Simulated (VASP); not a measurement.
LiF:

```
CELL_PARAMETERS angstrom
0.00000 1.99487 1.99487
1.99487 0.00000 1.99487
1.99487 1.99487 0.00000
ATOMIC_POSITIONS crystal
Li 0.00000 0.00000 0.00000
F 0.50000 0.50000 0.50000
```

Base run:

- Program: VASP 6.6.1
- Functional: r2SCAN
- Potentials or basis: VASP PAW PBE potentials, release 64 (Li_sv, F)
- Cutoff: 520 eV
- k mesh: 10 × 10 × 10
- Occupations: gaussian, width 0.01 eV
- Spin: no spin polarisation

Its results: band gap on the k mesh 10.55 eV, direct.

Problem. The run is repeated on the same cell with these changes: functional from r2SCAN to PBE; occupations from gaussian, width 0.01 eV to fermi-dirac, width 0.02 eV. What comes out?

Solution. Band gap on the k mesh 9.35 eV, direct.

A k mesh can miss the band edges.
